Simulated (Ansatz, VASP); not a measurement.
Ti2NbC3: VASP beside Ansatz

```
Ti Nb C
1.0
     3.35808    0.00000    0.00000
    -1.67904    2.90818    0.00000
     0.00000    0.00000    7.68495
Ti Nb C
2 1 3
Direct
  0.66667 0.33333 0.33474
  0.66667 0.33333 0.66526
  0.00000 0.00000 0.00000
  0.00000 0.00000 0.50000
  0.33333 0.66667 0.00000
  0.33333 0.66667 0.50000
```

Change from the starting cell: species swapped into the Ce2NiGe3 type (P-6m2, No. 187).

Alike in both runs: task relaxation of cell and atoms; functional PBE; k mesh 12 × 12 × 6; occupations gaussian, width 0.1 eV; no spin polarisation.

|  | VASP | Ansatz |
| --- | --- | --- |
| version | VASP 6.6.1 | Ansatz 0.2.0 |
| potentials or method | VASP PAW PBE potentials, release 64 (Ti_sv, Nb_sv, C), cutoff 600 eV | scalar-relativistic, plane waves, PAW |
| valence electrons in the cell | 49 | 49 |

```tsv
	VASP	Ansatz	Ansatz less VASP
gap on the k mesh at the Fermi level, each at its own relaxed structure (eV)	none	none	-
relaxed volume (Å³/atom)	12.49	12.50	+0.018
relaxed cell length with the largest relative difference (Å)	7.708	7.714	+0.0058
```

A gap of «none» marks a metal or a gap that the smearing closes.
